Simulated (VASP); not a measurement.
Input of a VASP 6.6.1 run:

INCAR

```
PREC = Accurate ; ENCUT = 840
EDIFF = 1E-7 ; ISMEAR = 0
SIGMA = 0.05 ; LREAL = False
LASPH = True ; NELM = 120
ALGO = Normal ; ISIF = 3
LWAVE = False ; LCHARG = False
IBRION = 2 ; NSW = 80
EDIFFG = -0.03 ; GGA_COMPAT = False
NELMIN = 4
```

Contents of KPOINTS:

```
Automatic mesh
0
Gamma
  7 7 4
```

POSCAR

```
Mg
1.0
    3.2093000000      0.0000000000      0.0000000000
   -1.6046500000      2.7793353284      0.0000000000
    0.0000000000      0.0000000000      5.2103000000
Mg
2
Direct
    0.3333333333      0.6666666667      0.2500000000
    0.6666666667      0.3333333333      0.7500000000
```

Potentials or basis: VASP PAW LDA potentials, release 64 (Mg_sv).

The run is started by

```bash
$ cat potpaw_LDA.64/Mg_sv/POTCAR > POTCAR
$ mpirun -np 1 vasp_std > vasp.out
```

Problem. What does it give for the band gap on the k mesh?

Solution. Zero (bands 10 and 11 overlap by 2.48 eV).

Problem. Estimate the relaxed cell.

Solution. a = 3.086 Å, b = 3.086 Å, c = 5.283 Å, α = 90.00°, β = 90.00°, γ = 120.00°.

Problem. Estimate the space group after relaxing (to 0.1 Å).

Solution. P6_3/mmc (No. 194).

Problem. What does it give for the relaxed volume?

Solution. 21.79 Å³/atom.

Final structure:
```xyz
2
Lattice="3.0863 0.0000 0.0000 -1.5432 2.6728 0.0000 0.0000 0.0000 5.2825" Properties=species:S:1:pos:R:3 pbc="T T T"
Mg    0.0000    1.7819    1.3206
Mg    1.5432    0.8909    3.9619
```

LDA usually gives volumes a few per cent too small. Zero-point motion and thermal expansion aren't in these numbers.
